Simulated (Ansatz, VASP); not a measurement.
# One calculation of Pb, two programs

```
CELL_PARAMETERS angstrom
0.00000 2.65687 2.65687
2.65687 0.00000 2.65687
2.65687 2.65687 0.00000
ATOMIC_POSITIONS crystal
Pb 0.00000 0.00000 0.00000
```

Alike in both runs: task single point; functional BLYP; k mesh 17 × 17 × 17; occupations fermi-dirac, width 0.1 eV; no spin polarisation.

|  | VASP | Ansatz |
| --- | --- | --- |
| version | VASP 6.6.1 | Ansatz 0.2.0 |
| potentials or method | VASP PAW PBE potentials, release 64 (Pb_d), cutoff 520 eV | plane waves (420 eV) with PAW, scalar-relativistic |
| valence electrons in the cell | 14 | 14 |

|  | VASP | Ansatz | Ansatz less VASP |
| --- | --- | --- | --- |
| pressure (GPa) | -1.9 | -2.0 | -0.02 |

VASP's potentials were made for PBE, not for BLYP. The functional is the same, so the differences come from potentials, cutoffs and numerics.

Spin-orbit coupling is off throughout.
